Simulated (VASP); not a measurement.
Here is a VASP 6.6.1 calculation.

INCAR

```
SYSTEM = Au
PREC = Accurate ; ENCUT = 500
EDIFF = 1E-7 ; ISMEAR = 0
SIGMA = 0.1 ; LREAL = .FALSE.
LASPH = .TRUE. ; NELM = 120
ALGO = Normal ; ISIF = 3
LWAVE = .FALSE. ; LCHARG = .FALSE.
GGA = PS ; IBRION = 2
NSW = 80 ; EDIFFG = -0.01
GGA_COMPAT = .FALSE. ; NELMIN = 4
```

File KPOINTS:

```
regular mesh
0
G
  10 10 10
  0 0 0
```

POSCAR

```
Au
1.0
   -1.6572700000      1.6572700000      1.6572700000
    1.6572700000     -1.6572700000      1.6572700000
    1.6572700000      1.6572700000     -1.6572700000
Au
1
Direct
    0.0000000000      0.0000000000      0.0000000000
```

Potentials or basis: VASP PAW PBE potentials, release 64 (Au).

The run is started by

```console
$ cat potpaw_PBE.64/Au/POTCAR > POTCAR
$ mpirun -np 1 vasp_std > vasp.out
```

Q: Predict the relaxed cell.

A: a = 2.805 Å, b = 2.805 Å, c = 2.805 Å, α = 109.47°, β = 109.47°, γ = 109.47°.

Q: Estimate the band gap on the k mesh.

A: Zero (an odd number of electrons rules out a gap without spin polarisation).

The path:
| step | energy change (eV) | largest force (eV/Å) | pressure (GPa) | volume (Å³) |
| --- | --- | --- | --- | --- |
| 1 | 0.0000 | 0.0000 | -9.83 | 18.21 |
| 2 | 0.0577 | 0.0000 | 22.55 | 15.42 |
| 3 | -0.0409 | 0.0000 | -0.31 | 17.01 |
| 4 | -0.0409 | 0.0000 | -0.06 | 16.99 |

Caveat: the PAW data sets were made with another functional, which shifts forces and pressure a little; spin-orbit coupling is left out, which moves the levels of the heavy elements.
